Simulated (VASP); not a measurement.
# Hg (P6_3/mmc) in VASP: notebook

Hg is run at these levels: PBEsol+D3(BJ); tasks: single point.

Everything below comes from runs of VASP 6.6.1. Logs are shortened: lines on timing, memory, paths and dates and some standing lists are left out, and cuts for length are marked.

**1. The cell of the first run**

The structure is hexagonal, space group P6_3/mmc (No. 194). Conventional cell: a = 3.112 Å, b = 3.112 Å, c = 5.089 Å, α = 90.00°, β = 90.00°, γ = 120.00°. Hg (site symmetry -6m2) has 12 Hg at 3.11 Å within 4.1 Å.

**2. Single point, PBEsol+D3(BJ) (21.34 Å³/atom)**

The input, INCAR:

```
SYSTEM = Hg
PREC = Accurate ; ENCUT = 520
EDIFF = 1E-6 ; ISMEAR = 0
SIGMA = 0.15 ; LREAL = .FALSE.
LASPH = .TRUE. ; NELM = 60
ALGO = Fast ; ISIF = 2
LWAVE = .FALSE. ; LCHARG = .FALSE.
GGA = PS ; IVDW = 12
NBANDS = 19
```

The input, KPOINTS:

```
Automatic mesh
0
G
  18 18 10
  0 0 0
```

The input, POSCAR:

```
Hg
1.0
    3.1119950511      0.0000000000      0.0000000000
   -1.5559975256      2.6950667707      0.0000000000
    0.0000000000      0.0000000000      5.0890455071
Hg
2
Direct
    0.6666666667      0.3333333333      0.7500000000
    0.3333333333      0.6666666667      0.2500000000
```

Potentials or basis: VASP PAW PBE potentials, release 64 (Hg).

Launch:

```
$ cat potpaw_PBE.64/Hg/POTCAR > POTCAR
$ mpirun -np 1 vasp_std > vasp.out
```

OUTCAR:

```text
SYSTEM = Hg
   PREC = Accurate
   ENCUT = 520
   EDIFF = 1E-6
   ISMEAR = 0
   LREAL = .FALSE.
   LASPH = .TRUE.
   NELM = 60
   ISIF = 2
   GGA = PS
   IVDW = 12
 IVDW          = 12

 ion  position               nearest neighbor table
   1  0.667  0.333  0.750-   2 3.11   2 3.11   2 3.11   2 3.11   2 3.11   2 3.11
   2  0.333  0.667  0.250-   1 3.11   1 3.11   1 3.11   1 3.11   1 3.11   1 3.11

  LATTYP: Found a hexagonal cell.
 ALAT       =     3.1119950511
 C/A-ratio  =     1.6353000000

  Lattice vectors:

 A1 = (   3.1119950511,   0.0000000000,   0.0000000000)
 A2 = (  -1.5559975256,   2.6950667707,   0.0000000000)
 A3 = (   0.0000000000,   0.0000000000,   5.0890455071)

Analysis of symmetry for initial positions (statically):
=====================================================================
 Subroutine PRICEL returns:
 Original cell was already a primitive cell.

 Routine SETGRP: Setting up the symmetry group for a
 hexagonal supercell.

 Subroutine GETGRP returns: Found 24 space group operations
 (whereof 12 operations were pure point group operations)
 out of a pool of 24 trial point group operations.

The static configuration has the point symmetry D_3d.
 The point group associated with its full space group is D_6h.

Analysis of symmetry for dynamics (positions and initial velocities):
=====================================================================
 Subroutine PRICEL returns:
 Original cell was already a primitive cell.

 Routine SETGRP: Setting up the symmetry group for a
 hexagonal supercell.

 Subroutine GETGRP returns: Found 24 space group operations
 (whereof 12 operations were pure point group operations)
 out of a pool of 24 trial point group operations.

The dynamic configuration has the point symmetry D_3d.
 The point group associated with its full space group is D_6h.

 Subroutine INISYM returns: Found 24 space group operations
 (whereof 12 operations are pure point group operations),
 and found     1 'primitive' translations

----------------------------------------------------------------------------------------

                                     Primitive cell

  volume of cell :      42.6820

  direct lattice vectors                    reciprocal lattice vectors
     3.111995051  0.000000000  0.000000000     0.321337272  0.185524160  0.000000000
    -1.555997526  2.695066771  0.000000000     0.000000000  0.371048321  0.000000000
     0.000000000  0.000000000  5.089045507     0.000000000  0.000000000  0.196500503

  length of vectors
     3.111995051  3.111995051  5.089045507     0.371048321  0.371048321  0.196500503

  position of ions in fractional coordinates (direct lattice)
     0.666666667  0.333333333  0.750000000
     0.333333333  0.666666667  0.250000000

  ion indices of the primitive-cell ions
   primitive index   ion index
                 1           1
                 2           2

----------------------------------------------------------------------------------------

 KPOINTS: Automatic mesh

Automatic generation of k-mesh.
 Grid dimensions read from file:
 generate k-points for:   18   18   10

 Generating k-lattice:

  Cartesian coordinates                     Fractional coordinates (reciprocal lattice)
     0.017852071  0.010306898  0.000000000     0.055555556 -0.000000000  0.000000000
     0.000000000  0.020613796  0.000000000     0.000000000  0.055555556  0.000000000
     0.000000000  0.000000000  0.019650050     0.000000000  0.000000000  0.100000000

  Length of vectors
     0.020613796  0.020613796  0.019650050

  Shift w.r.t. Gamma in fractional coordinates (k-lattice)
     0.000000000  0.000000000  0.000000000

 Subroutine IBZKPT returns following result:
 ===========================================

 Found    222 irreducible k-points:

 Following reciprocal coordinates:
            Coordinates               Weight
  0.000000  0.000000  0.000000      1.000000
  0.055556  0.000000  0.000000      6.000000
  0.111111  0.000000  0.000000      6.000000
  0.166667 -0.000000  0.000000      6.000000
  0.222222 -0.000000  0.000000      6.000000
  0.277778 -0.000000  0.000000      6.000000
[... 16 lines left out ...]
  0.333333  0.111111  0.000000     12.000000
  0.388889  0.111111  0.000000     12.000000
 [... further k-points ...]
   k-points           NKPTS =    222   k-points in BZ     NKDIM =    222   number of bands    NBANDS=     19
   number of dos      NEDOS =    301   number of ions     NIONS =      2
   total plane-waves  NPLWV =  23040
   dimension x,y,z NGX =    24 NGY =   24 NGZ =   40
   dimension x,y,z NGXF=    48 NGYF=   48 NGZF=   80
   ions per type =               2
   NGX,Y,Z   is equivalent  to a cutoff of  12.82, 12.82, 13.07 a.u.
   NGXF,Y,Z  is equivalent  to a cutoff of  25.64, 25.64, 26.13 a.u.
 SYSTEM =  Hg
   PREC   = accura    normal or accurate (medium, high low for compatibility)
   ISTART =      0    job   : 0-new  1-cont  2-samecut
   ICHARG =      2    charge: 1-file 2-atom 10-const
   ISPIN  =      1    spin polarized calculation?
   LNONCOLLINEAR =      F non collinear calculations
   LSORBIT =      F    spin-orbit coupling
   LASPH  =      T    aspherical Exc in radial PAW
   ENCUT  =  520.0 eV  38.22 Ry    6.18 a.u.   5.79  5.79  9.46*2*pi/ulx,y,z
   NELM   =     60;   NELMIN=  2; NELMDL= -5     # of ELM steps
   EDIFF  = 0.1E-05   stopping-criterion for ELM
   LREAL  =      F    real-space projection
   EDIFFG = 0.1E-04   stopping-criterion for IOM
   NSW    =      0    number of steps for IOM
   IBRION =     -1    ionic relax: 0-MD 1-quasi-New 2-CG
   NFREE  =      0    steps in history (QN), initial steepest desc. (CG)
   ISIF   =      2    stress and relaxation
   ISYM   =      2    0-nonsym 1-usesym 2-fastsym
   POTIM  = 0.5000    time-step for ionic-motion
   TEBEG  =    0.0;   TEEND  =   0.0 temperature during run
   PSTRESS=    0.0 pullay stress
   NELECT =      24.0000    total number of electrons
   NUPDOWN=      -1.0000    fix difference up-down
   EMIN   =  10.00;   EMAX   =-10.00  energy-range for DOS
   EFERMI =   0.00;   METHOD = LEGACY
   ISMEAR =     0;   SIGMA  =   0.15  broadening in eV -4-tet -1-fermi 0-gaus
   EFERMI_NEDOS =   21; number of points for ismear=-14 and -15
   IALGO  =     68    algorithm
   IMIX   =      4    mixing-type and parameters
     AMIX     =   0.40;   BMIX     =  1.00
     AMIX_MAG =   1.60;   BMIX_MAG =  1.00
  volume/ion in A,a.u.               =      21.34       144.02
  Fermi-wavevector in a.u.,A,eV,Ry     =   1.351233  2.553461 24.841943  1.825831
  Thomas-Fermi vector in A             =   2.478672
   LORBIT       =      0    0 simple, 1 ext, 2 COOP (PROOUT), +10 PAW based schemes
   GGA     = PS    functional components
   LHFCALC =     F    Hartree Fock is set to
   AEXX    =    0.0000 exact exchange contribution
   IVDW    =    12    specifies the selected vdW correction
   LEPSILON=     F    determine dielectric tensor
   LRPA    =     F    only Hartree local field effects (RPA)
 non-spin polarized calculation
 RMM-DIIS sequential band-by-band and
 Gauss-broadening in eV      SIGMA  =   0.15
  energy-cutoff  :      520.00
  volume of cell :       42.68
 maximum number of plane-waves:      1182
 NGX is ok and might be reduce to    24
   NGX = 11   NGY = 11   NGZ = 19

 number of electron      23.9999998 magnetization

 Free energy of the ion-electron system (eV)
  ---------------------------------------------------
  ext. energy  EPLUGINS =         0.00000000
  ---------------------------------------------------
  free energy    TOTEN  =        -1.01159085 eV

  energy without entropy =       -1.00158930  energy(sigma->0) =       -1.00659007

 E-fermi :   3.3869     XC(G=0): -11.6129

 val. band max:        3.3694047021   @ k =   0.3333   0.1667   0.2000
 cond. band min:       3.3868893720   @ k =   0.2778   0.2778   0.3000
 fundamental gap:      0.0174846700
 Fermi energy:         3.3868820369

 k-point     1 :       0.0000    0.0000    0.0000
  band No.  band energies     occupation
      1      -6.5666      2.00000
      2      -5.2064      2.00000
      3      -3.9422      2.00000
      4      -3.8511      2.00000
      5      -3.8511      2.00000
      6      -3.6817      2.00000
[... 11 lines left out ...]
     18      18.4406      0.00000
     19      19.5207      0.00000

 k-point     2 :       0.0556    0.0000    0.0000
  band No.  band energies     occupation
      1      -6.4898      2.00000
      2      -5.1592      2.00000
      3      -3.9793      2.00000
      4      -3.8144      2.00000
      5      -3.8122      2.00000
      6      -3.6947      2.00000
[... 11 lines left out ...]
     18      18.7586      0.00000
     19      19.9393      0.00000

 k-point     3 :       0.1111    0.0000    0.0000
  band No.  band energies     occupation
      1      -6.2651      2.00000
      2      -5.0299      2.00000
      3      -4.0468      2.00000
      4      -3.7612      2.00000
      5      -3.7070      2.00000
      6      -3.6928      2.00000
[... 11 lines left out ...]
     18      19.1780      0.00000
     19      19.5116      0.00000

 k-point     4 :       0.1667   -0.0000    0.0000
  band No.  band energies     occupation
      1      -5.9147      2.00000
      2      -4.8653      2.00000
      3      -4.0971      2.00000
      4      -3.7957      2.00000
      5      -3.7015      2.00000
      6      -3.5609      2.00000
[... 407 lines left out ...]
     18      15.9314      0.00000
     19      16.1963      0.00000

 k-point    23 :       0.3333    0.1111    0.0000
  band No.  band energies     occupation
      1      -4.8135      2.00000
      2      -4.7130      2.00000
      3      -4.5646      2.00000
      4      -3.9142      2.00000
      5      -3.5634      2.00000
      6      -3.5422      2.00000
[... 11 lines left out ...]
     18      15.4089      0.00000
     19      15.8467      0.00000

 k-point    24 :       0.3889    0.1111    0.0000
  band No.  band energies     occupation
      1      -4.8730      2.00000
      2      -4.7140      2.00000
      3      -4.6597      2.00000
      4      -3.9307      2.00000
      5      -3.6005      2.00000
      6      -3.4897      2.00000
[... 11 lines left out ...]
     18      15.0731      0.00000
     19      15.6347      0.00000

 [... further k-points ...]

------------------------ aborting loop because EDIFF is reached ----------------------------------------

 Edisp (eV)   -0.93876

 E8    (eV) :    -0.6371

  FORCE on cell =-STRESS in cart. coord.  units (eV):
  Direction    XX          YY          ZZ          XY          YZ          ZX
  --------------------------------------------------------------------------------------
  -------------------------------------------------------------------------------------
  Total       0.50056     0.50056     0.45498    -0.00000     0.00000     0.00000
  in kB      18.78995    18.78995    17.07876    -0.00000     0.00000     0.00000
  external pressure =       18.22 kB  Pullay stress =        0.00 kB

 VOLUME and BASIS-vectors are now :
 -----------------------------------------------------------------------------
  energy-cutoff  :      520.00
  volume of cell :       42.68
      direct lattice vectors                 reciprocal lattice vectors
     3.111995051  0.000000000  0.000000000     0.321337272  0.185524160  0.000000000
    -1.555997526  2.695066771  0.000000000     0.000000000  0.371048321  0.000000000
     0.000000000  0.000000000  5.089045507     0.000000000  0.000000000  0.196500503

 POSITION                                       TOTAL-FORCE (eV/Angst)
 -----------------------------------------------------------------------------------
      1.55600      0.89836      3.81678         0.000000     -0.000000      0.000000
     -0.00000      1.79671      1.27226        -0.000000      0.000000      0.000000
 -----------------------------------------------------------------------------------
    total drift:                               -0.000000      0.000000     -0.000000

  FREE ENERGIE OF THE ION-ELECTRON SYSTEM (eV)
  ---------------------------------------------------
  free  energy   TOTEN  =        -1.9503526107 eV

  energy  without entropy=       -1.9403510676  energy(sigma->0) =       -1.94535184
```

It took 2.2 min on 1 thread of Intel Xeon 8259CL, shared host; peak memory 0.28 GiB.

What came out:

| Property | Result |
| --- | --- |
| Free energy | -1.9504 eV |
| Pressure | 1.8 GPa |
| Band gap on the k mesh | zero (bands 12 and 13 overlap by 1.69 eV) |
| Dispersion energy per atom | -0.469 eV |

Stress tensor (GPa, compression positive):
```
1.88 0.00 0.00
0.00 1.88 0.00
0.00 0.00 1.71
```

Levels at points of the mesh, in eV from the Fermi level:
```tsv
k point	band 8	band 9	band 10	band 11	band 12	band 13	band 14	band 15	band 16	band 17
(0.00, 0.00, 0.00)	-6.80	-6.80	-5.97	-5.97	-2.11	-1.37	13.26	13.50	13.50	14.72
(0.50, 0.00, 0.00)	-5.87	-5.84	-5.76	-2.51	-2.33	2.99	3.11	4.14	7.24	7.57
(0.00, 0.00, 0.50)	-7.01	-6.24	-6.24	-6.24	-6.24	7.05	7.05	13.52	13.52	14.54
(0.50, 0.00, 0.50)	-5.97	-5.80	-5.80	-1.51	-1.51	-0.27	-0.27	9.72	9.72	10.34
```

Caveat: the PAW data sets were made with another functional, which shifts forces and pressure a little; spin-orbit coupling is left out, which moves the levels of the heavy elements.

[end of part 1 of 2]
